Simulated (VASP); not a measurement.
# C in VASP: notebook

The runs below take C through single point, relaxation of the atoms, with PBE+D3(BJ).

All numbers are computed with VASP 6.6.1; they aren't measurements. Logs are shortened: lines on timing, memory, paths and dates and some standing lists are left out, and cuts for length are marked.

## Step 1: The cell of the first run

The cell holds a slab with vacuum, 2 atoms: a = 2.466 Å, b = 2.466 Å, c = 20.000 Å, α = 90.00°, β = 90.00°, γ = 120.00°.

## Step 2: Single point, PBE+D3(BJ)

Contents of INCAR:

```
PREC     = Accurate       # precision mode
ENCUT    = 520            # plane-wave cutoff, eV
EDIFF    = 1E-7           # SCF threshold, eV
ISMEAR   = 0              # smearing method
SIGMA    = 0.05           # smearing width, eV
LREAL    = F              # projectors in reciprocal space
LASPH    = T              # aspherical terms in the spheres
NELM     = 100            # most SCF steps
ALGO     = Normal         # electronic algorithm
ISIF     = 2              # what is computed and relaxed
LWAVE    = F              # write WAVECAR
LCHARG   = F              # write CHGCAR
LDIPOL   = T            
IDIPOL   = 3            
DIPOL    = 0.5 0.5 0.500
GGA      = PE             # functional
IVDW     = 12             # dispersion correction
NBANDS   = 11             # bands
```

Contents of KPOINTS:

```
Automatic mesh
0
Gamma
  12 12 1
```

Contents of POSCAR:

```
C
1.0
    2.4657082196      0.0000000000      0.0000000000
   -1.2328541098      2.1353659565      0.0000000000
    0.0000000000      0.0000000000     20.0000000000
C
2
Direct
    0.6666666667      0.3333333333      0.5000000000
    0.3333333333      0.6666666667      0.5000000000
```

Potentials or basis: VASP PAW PBE potentials, release 64 (C).

On the command line:

```console
$ cat potpaw_PBE.64/C/POTCAR > POTCAR
$ mpirun -np 1 vasp_std > vasp.out
```

OUTCAR:

```text
PREC = Accurate
   ENCUT = 520
   EDIFF = 1E-7
   ISMEAR = 0
   LREAL = F
   LASPH = T
   NELM = 100
   ISIF = 2
   GGA = PE
   IVDW = 12
 IVDW          = 12

 ion  position               nearest neighbor table
   1  0.667  0.333  0.500-   2 1.42   2 1.42   2 1.42
   2  0.333  0.667  0.500-   1 1.42   1 1.42   1 1.42

  LATTYP: Found a hexagonal cell.
 ALAT       =     2.4657082196
 C/A-ratio  =     8.1112598162

  Lattice vectors:

 A1 = (   2.4657082196,   0.0000000000,   0.0000000000)
 A2 = (  -1.2328541098,   2.1353659565,   0.0000000000)
 A3 = (   0.0000000000,   0.0000000000,  20.0000000000)

Analysis of symmetry for initial positions (statically):
=====================================================================
 Subroutine PRICEL returns:
 Original cell was already a primitive cell.

 Routine SETGRP: Setting up the symmetry group for a
 hexagonal supercell.

 Subroutine GETGRP returns: Found 24 space group operations
 (whereof 24 operations were pure point group operations)
 out of a pool of 24 trial point group operations.

The static configuration has the point symmetry D_6h.

Analysis of symmetry for dynamics (positions and initial velocities):
=====================================================================
 Subroutine PRICEL returns:
 Original cell was already a primitive cell.

 Routine SETGRP: Setting up the symmetry group for a
 hexagonal supercell.

 Subroutine GETGRP returns: Found 24 space group operations
 (whereof 24 operations were pure point group operations)
 out of a pool of 24 trial point group operations.

The dynamic configuration has the point symmetry D_6h.

 Subroutine INISYM returns: Found 24 space group operations
 (whereof 24 operations are pure point group operations),
 and found     1 'primitive' translations

----------------------------------------------------------------------------------------

                                     Primitive cell

  volume of cell :     105.3038

  direct lattice vectors                    reciprocal lattice vectors
     2.465708220  0.000000000  0.000000000     0.405562991  0.234151902  0.000000000
    -1.232854110  2.135365956  0.000000000     0.000000000  0.468303804  0.000000000
     0.000000000  0.000000000 20.000000000     0.000000000  0.000000000  0.050000000

  length of vectors
     2.465708220  2.465708220 20.000000000     0.468303804  0.468303804  0.050000000

  position of ions in fractional coordinates (direct lattice)
     0.666666667  0.333333333  0.500000000
     0.333333333  0.666666667  0.500000000

  ion indices of the primitive-cell ions
   primitive index   ion index
                 1           1
                 2           2

----------------------------------------------------------------------------------------

 KPOINTS: Automatic mesh

Automatic generation of k-mesh.
 Grid dimensions read from file:
 generate k-points for:   12   12    1

 Generating k-lattice:

  Cartesian coordinates                     Fractional coordinates (reciprocal lattice)
     0.033796916  0.019512658  0.000000000     0.083333333 -0.000000000  0.000000000
     0.000000000  0.039025317  0.000000000     0.000000000  0.083333333  0.000000000
     0.000000000  0.000000000  0.050000000     0.000000000  0.000000000  1.000000000

  Length of vectors
     0.039025317  0.039025317  0.050000000

  Shift w.r.t. Gamma in fractional coordinates (k-lattice)
     0.000000000  0.000000000  0.000000000

 Subroutine IBZKPT returns following result:
 ===========================================

 Found     19 irreducible k-points:

 Following reciprocal coordinates:
            Coordinates               Weight
  0.000000  0.000000  0.000000      1.000000
  0.083333  0.000000  0.000000      6.000000
  0.166667  0.000000  0.000000      6.000000
  0.250000 -0.000000  0.000000      6.000000
  0.333333 -0.000000  0.000000      6.000000
  0.416667 -0.000000  0.000000      6.000000
[... 11 lines left out ...]
  0.333333  0.250000  0.000000     12.000000
  0.333333  0.333333  0.000000      2.000000
   k-points           NKPTS =     19   k-points in BZ     NKDIM =     19   number of bands    NBANDS=     11
   number of dos      NEDOS =    301   number of ions     NIONS =      2
   total plane-waves  NPLWV =  48600
   dimension x,y,z NGX =    18 NGY =   18 NGZ =  150
   dimension x,y,z NGXF=    36 NGYF=   36 NGZF=  300
   ions per type =               2
   NGX,Y,Z   is equivalent  to a cutoff of  12.14, 12.14, 12.47 a.u.
   NGXF,Y,Z  is equivalent  to a cutoff of  24.27, 24.27, 24.94 a.u.
 SYSTEM =  unknown system
   PREC   = accura    normal or accurate (medium, high low for compatibility)
   ISTART =      0    job   : 0-new  1-cont  2-samecut
   ICHARG =      2    charge: 1-file 2-atom 10-const
   ISPIN  =      1    spin polarized calculation?
   LNONCOLLINEAR =      F non collinear calculations
   LSORBIT =      F    spin-orbit coupling
   LASPH  =      T    aspherical Exc in radial PAW
   ENCUT  =  520.0 eV  38.22 Ry    6.18 a.u.   4.58  4.58 37.19*2*pi/ulx,y,z
   NELM   =    100;   NELMIN=  2; NELMDL= -5     # of ELM steps
   EDIFF  = 0.1E-06   stopping-criterion for ELM
   LREAL  =      F    real-space projection
   EDIFFG = 0.1E-05   stopping-criterion for IOM
   NSW    =      0    number of steps for IOM
   IBRION =     -1    ionic relax: 0-MD 1-quasi-New 2-CG
   NFREE  =      0    steps in history (QN), initial steepest desc. (CG)
   ISIF   =      2    stress and relaxation
   ISYM   =      2    0-nonsym 1-usesym 2-fastsym
   POTIM  = 0.5000    time-step for ionic-motion
   TEBEG  =    0.0;   TEEND  =   0.0 temperature during run
   PSTRESS=    0.0 pullay stress
   NELECT =       8.0000    total number of electrons
   NUPDOWN=      -1.0000    fix difference up-down
   EMIN   =  10.00;   EMAX   =-10.00  energy-range for DOS
   EFERMI =   0.00;   METHOD = LEGACY
   ISMEAR =     0;   SIGMA  =   0.05  broadening in eV -4-tet -1-fermi 0-gaus
   EFERMI_NEDOS =   21; number of points for ismear=-14 and -15
   IALGO  =     38    algorithm
   IMIX   =      4    mixing-type and parameters
     AMIX     =   0.40;   BMIX     =  1.00
     AMIX_MAG =   1.60;   BMIX_MAG =  1.00
  volume/ion in A,a.u.               =      52.65       355.31
  Fermi-wavevector in a.u.,A,eV,Ry     =   0.693357  1.310255  6.540916  0.480744
  Thomas-Fermi vector in A             =   1.775548
   LORBIT       =      0    0 simple, 1 ext, 2 COOP (PROOUT), +10 PAW based schemes
   GGA     = PE    functional components
   LHFCALC =     F    Hartree Fock is set to
   AEXX    =    0.0000 exact exchange contribution
   IVDW    =    12    specifies the selected vdW correction
   LEPSILON=     F    determine dielectric tensor
   LRPA    =     F    only Hartree local field effects (RPA)
 non-spin polarized calculation
 Gauss-broadening in eV      SIGMA  =   0.05
  energy-cutoff  :      520.00
  volume of cell :      105.30
 maximum number of plane-waves:      2870
   NGX =  9   NGY =  9   NGZ = 75

 number of electron       7.9999997 magnetization

 dipolmoment           0.000000      0.000000     -0.000000 electrons x Angstroem

 Free energy of the ion-electron system (eV)
  ---------------------------------------------------
  ext. energy  EPLUGINS =         0.00000000
  ---------------------------------------------------
  free energy    TOTEN  =       -18.44518730 eV

  energy without entropy =      -18.44440370  energy(sigma->0) =      -18.44479550

 E-fermi :  -2.7415     XC(G=0):  -2.1598

 val. band max:       -2.7414926875   @ k =   0.3333   0.3333   0.0000
 cond. band min:      -2.7414926829   @ k =   0.3333   0.3333   0.0000
 fundamental gap:      0.0000000045
 Fermi energy:        -2.7414926853

 k-point     1 :       0.0000    0.0000    0.0000
  band No.  band energies     occupation
      1     -22.2668      2.00000
      2     -10.3610      2.00000
      3      -5.7875      2.00000
      4      -5.7875      2.00000
      5       0.5195      0.00000
      6       1.3183      0.00000
      7       1.6781      0.00000
      8       2.5930      0.00000
      9       3.0445      0.00000
     10       4.7206      0.00000
     11       5.3328      0.00000

 k-point     2 :       0.0833    0.0000    0.0000
  band No.  band energies     occupation
      1     -22.1027      2.00000
      2     -10.1652      2.00000
      3      -6.4385      2.00000
      4      -6.1259      2.00000
      5       0.7422      0.00000
      6       1.5439      0.00000
      7       1.9065      0.00000
      8       2.8192      0.00000
      9       3.2701      0.00000
     10       4.9445      0.00000
     11       5.5160      0.00000

 k-point     3 :       0.1667    0.0000    0.0000
  band No.  band energies     occupation
      1     -21.6122      2.00000
      2      -9.5829      2.00000
      3      -8.0769      2.00000
      4      -6.9182      2.00000
      5       1.4103      0.00000
      6       2.2194      0.00000
      7       2.5916      0.00000
      8       3.4969      0.00000
      9       3.9468      0.00000
     10       5.5643      0.00000
     11       5.6122      0.00000
[... 197 lines left out ...]
 k-point    18 :       0.3333    0.2500    0.0000
  band No.  band energies     occupation
      1     -16.5604      2.00000
      2     -14.6980      2.00000
      3     -12.4096      2.00000
      4      -4.0961      2.00000
      5      -1.4446      0.00000
      6       8.1298      0.00000
      7       8.5729      0.00000
      8       9.4493      0.00000
      9      10.0971      0.00000
     10      10.1143      0.00000
     11      10.5379      0.00000

 k-point    19 :       0.3333    0.3333    0.0000
  band No.  band energies     occupation
      1     -15.3430      2.00000
      2     -15.3430      2.00000
      3     -13.3034      2.00000
      4      -2.7415      1.00000
      5      -2.7415      1.00000
      6       7.8688      0.00000
      7      10.1373      0.00000
      8      10.1373      0.00000
      9      10.7454      0.00000
     10      12.1288      0.00000
     11      12.1289      0.00000

------------------------ aborting loop because EDIFF is reached ----------------------------------------

 vacuum level on the upper side and lower side of the slab       (xc-potential included)        -0.080        -0.080

 Edisp (eV)   -0.17723

 E8    (eV) :    -0.0555

  FORCE on cell =-STRESS in cart. coord.  units (eV):
  Direction    XX          YY          ZZ          XY          YZ          ZX
  --------------------------------------------------------------------------------------
  -------------------------------------------------------------------------------------
  Total       0.08518     0.08518    -0.01131     0.00000     0.00000     0.00000
  in kB       1.29606     1.29606    -0.17208     0.00000     0.00000     0.00000
  external pressure =        0.81 kB  Pullay stress =        0.00 kB

 VOLUME and BASIS-vectors are now :
 -----------------------------------------------------------------------------
  energy-cutoff  :      520.00
  volume of cell :      105.30
      direct lattice vectors                 reciprocal lattice vectors
     2.465708220  0.000000000  0.000000000     0.405562991  0.234151902  0.000000000
    -1.232854110  2.135365956  0.000000000     0.000000000  0.468303804  0.000000000
     0.000000000  0.000000000 20.000000000     0.000000000  0.000000000  0.050000000

 POSITION                                       TOTAL-FORCE (eV/Angst)
 -----------------------------------------------------------------------------------
      1.23285      0.71179     10.00000         0.000000      0.000000     -0.000000
     -0.00000      1.42358     10.00000        -0.000000      0.000000      0.000000
 -----------------------------------------------------------------------------------
    total drift:                                0.000000     -0.000000     -0.000000

  FREE ENERGIE OF THE ION-ELECTRON SYSTEM (eV)
  ---------------------------------------------------
  free  energy   TOTEN  =       -18.6224178632 eV

  energy  without entropy=      -18.6216342666  energy(sigma->0) =      -18.62202606

 vacuum level on the upper side and lower side of the slab         1.459         1.459
```

Run time: 36 s. Hardware: 1 thread of Intel Xeon 8259CL, shared host; peak memory 0.2 GiB.

What came out:

```yaml
Free_energy: -18.6224 eV
Band_gap_on_the_k_mesh: zero (filled and empty bands touch)
Dispersion_energy_per_atom: -0.089 eV
```

## Step 3: Single point, PBE+D3(BJ)

Contents of INCAR:

```
SYSTEM = C
PREC     = Accurate       ! precision mode
ENCUT    = 520            ! plane-wave cutoff, eV
EDIFF    = 1E-6           ! SCF threshold, eV
ISMEAR   = 0              ! smearing method
SIGMA    = 0.05           ! smearing width, eV
LREAL    = .False.        ! projectors in reciprocal space
LASPH    = .True.         ! aspherical terms in the spheres
NELM     = 80             ! most SCF steps
ALGO     = Normal         ! electronic algorithm
ISIF     = 2              ! what is computed and relaxed
LWAVE    = .False.        ! write WAVECAR
LCHARG   = .False.        ! write CHGCAR
LDIPOL   = .True.       
IDIPOL   = 3            
DIPOL    = 0.5 0.5 0.500
GGA      = PE             ! functional
IVDW     = 12             ! dispersion correction
NBANDS   = 11             ! bands
```

Contents of KPOINTS:

```
Automatic mesh
0
Gamma
  15 15 1
  0 0 0
```

Edit POSCAR of step 2 so:

```diff
@@ -4,3 +4,3 @@
    -1.2328541098      2.1353659565      0.0000000000
-    0.0000000000      0.0000000000     20.0000000000
+    0.0000000000      0.0000000000     20.0000032400
 C
```

Potentials or basis: VASP PAW PBE potentials, release 64 (C).

On the command line:

```console
$ cat potpaw_PBE.64/C/POTCAR > POTCAR
$ mpirun -np 1 vasp_std > vasp.out
```

It took 60 s on 1 thread of Intel Xeon 8259CL, shared host; peak memory 0.2 GiB.

It converged, with:

* Free energy: -18.6257 eV
* Band gap on the k mesh: zero (filled and empty bands touch)
* Dispersion energy per atom: -0.089 eV

Levels at points of the mesh, in eV from the Fermi level:
| k point | band 1 | band 2 | band 3 | band 4 | band 5 | band 6 | band 7 | band 8 |
| --- | --- | --- | --- | --- | --- | --- | --- | --- |
| (0.00, 0.00, 0.00) | -19.53 | -7.62 | -3.05 | -3.05 | 3.26 | 4.06 | 4.41 | 5.33 |

## Step 4: Single point, PBE+D3(BJ)

This run uses another cell than the first one, of 52.25 Å³/atom, 0.992 times its volume.

Contents of INCAR:

```
SYSTEM = C
PREC = Accurate
ENCUT = 520
EDIFF = 1E-6
ISMEAR = 0
SIGMA = 0.05
LREAL = .FALSE.
LASPH = .TRUE.
NELM = 60
ALGO = Normal
ISIF = 2
LWAVE = .FALSE.
LCHARG = .FALSE.
LDIPOL = .TRUE.
IDIPOL = 3
DIPOL = 0.5 0.5 0.500
GGA = PE
IVDW = 12
NBANDS = 11
```

Contents of KPOINTS:

```
regular mesh
0
G
  15 15 1
  0 0 0
```

Contents of POSCAR:

```
C
1.0
    2.4562499600      0.0000000000      0.0000000000
   -1.2281249800      2.1271748600      0.0000000000
    0.0000000000      0.0000000000     20.0000032400
C
2
Direct
    0.6666666700      0.3333333400      0.5000000810
    0.3333333300      0.6666666600      0.4999999190
```

On the command line:

```console
$ cat potpaw_PBE.64/C/POTCAR > POTCAR
$ mpirun -np 1 vasp_std > vasp.out
```

Run time: 72 s. Hardware: 1 thread of Intel Xeon 8259CL, shared host; peak memory 0.2 GiB.

The run converged. Its results:

```
Free energy                : -18.6229 eV
Band gap on the k mesh     : zero (filled and empty bands touch)
Dispersion energy per atom : -0.089 eV
```

Levels at points of the mesh, in eV from the Fermi level:
```csv
k point,band 1,band 2,band 3,band 4,band 5,band 6,band 7,band 8
"(0.00, 0.00, 0.00)",-19.62,-7.70,-3.04,-3.04,3.22,4.02,4.37,5.30
```

## Step 5: Single point, PBE+D3(BJ)

Contents of INCAR:

```
SYSTEM = C
ALGO = Normal
DIPOL = 0.5 0.5 0.500
EDIFF = 1E-6
ENCUT = 520
GGA = PE
IDIPOL = 3
ISIF = 2
ISMEAR = 0
IVDW = 12
LASPH = .TRUE.
LCHARG = .FALSE.
LDIPOL = .TRUE.
LREAL = .FALSE.
LWAVE = .FALSE.
NBANDS = 11
NELM = 60
PREC = Accurate
SIGMA = 0.05
```

Contents of KPOINTS:

```
k-points
0
G
  48 48 1
  0 0 0
```

Contents of POSCAR:

```
C
1.0
    2.4657082196      0.0000000000      0.0000000000
   -1.2328541098      2.1353659565      0.0000000000
    0.0000000000      0.0000000000     20.0000000000
C
2
Direct
    0.6666666667      0.3333333333      0.5000000000
    0.3333333333      0.6666666667      0.5000000000
```

On the command line:

```console
$ cat potpaw_PBE.64/C/POTCAR > POTCAR
$ mpirun -np 1 vasp_std > vasp.out
```

Wall time 8.1 min (1 thread of Intel Xeon 8259CL, shared host); peak memory 0.35 GiB.

The run converged. Its results:

```
Free energy                : -18.6290 eV
Band gap on the k mesh     : zero (filled and empty bands touch)
Dispersion energy per atom : -0.089 eV
```

Levels at points of the mesh, in eV from the Fermi level:
```csv
k point,band 2,band 3,band 4,band 5,band 6,band 7
"(0.00, 0.00, 0.00)",-7.62,-3.05,-3.05,3.26,4.06,4.41
"(0.50, 0.00, 0.00)",-13.24,-6.42,-2.36,1.68,7.37,11.11
```

## Step 6: Relaxation of the atoms, PBE+D3(BJ)

Edit INCAR of step 5 so:

```diff
@@ -4,4 +4,6 @@
 EDIFF = 1E-6
+EDIFFG = -0.04
 ENCUT = 520
 GGA = PE
+IBRION = 2
 IDIPOL = 3
@@ -15,4 +17,4 @@
 LWAVE = .FALSE.
-NBANDS = 11
-NELM = 60
+NELM = 80
+NSW = 60
 PREC = Accurate
```

Contents of KPOINTS:

```
k-points
0
G
  12 12 1
  0 0 0
```

POSCAR is that of step 5.

Potentials or basis: VASP PAW PBE potentials, release 64 (C).

On the command line:

```console
$ cat potpaw_PBE.64/C/POTCAR > POTCAR
$ mpirun -np 1 vasp_std > vasp.out
```

Run time: 38 s. Hardware: 1 thread of Intel Xeon 8259CL, shared host; peak memory 0.2 GiB.

Results (log left out):

| Quantity | Value |
| --- | --- |
| Free energy | -18.6224 eV |
| Band gap on the k mesh | zero (filled and empty bands touch) |
| Dispersion energy per atom | -0.089 eV |

Final structure:
```
C
1.0
     2.46571    0.00000    0.00000
    -1.23285    2.13537    0.00000
     0.00000    0.00000   20.00000
C
2
Cartesian
  1.2329 0.7118 10.0000
  0.0000 1.4236 10.0000
```

Levels at points of the mesh, in eV from the Fermi level:
```tsv
k point	band 2	band 3	band 4	band 5	band 6	band 7
(0.00, 0.00, 0.00)	-7.62	-3.05	-3.05	3.26	4.05	4.38
(0.50, 0.00, 0.00)	-13.24	-6.42	-2.36	1.68	7.37	11.11
```

Caveat: the relaxation stopped at its first step, so nothing moved.

## Step 7: Overview

| task | cell | k mesh | gap on the mesh (eV) |
| --- | --- | --- | --- |
| single point | a = 2.466, b = 2.466, c = 20.000 Å, angles 90.0, 90.0, 120.0°, 2 atoms | 12 × 12 × 1 | none |
| single point | a = 2.466, b = 2.466, c = 20.000 Å, angles 90.0, 90.0, 120.0°, 2 atoms | 15 × 15 × 1 | none |
| single point | a = 2.456, b = 2.456, c = 20.000 Å, angles 90.0, 90.0, 120.0°, 2 atoms | 15 × 15 × 1 | none |
| single point | a = 2.466, b = 2.466, c = 20.000 Å, angles 90.0, 90.0, 120.0°, 2 atoms | 48 × 48 × 1 | none |
| relaxation of the atoms | atoms relaxed from a = 2.466, b = 2.466, c = 20.000 Å, angles 90.0, 90.0, 120.0°, 2 atoms | 12 × 12 × 1 | none |

Alike in all rows: level PBE+D3(BJ); potentials or basis VASP PAW PBE potentials, release 64 (C); no spin polarisation; cutoff (eV) 520; smearing gaussian 0.05 eV.

Every run on the cell as given and a fine mesh finds a metal.

Caveats: the relaxation stopped at its first step, so nothing moved (some runs).

Absolute energies hang on the potentials; compare differences alone.
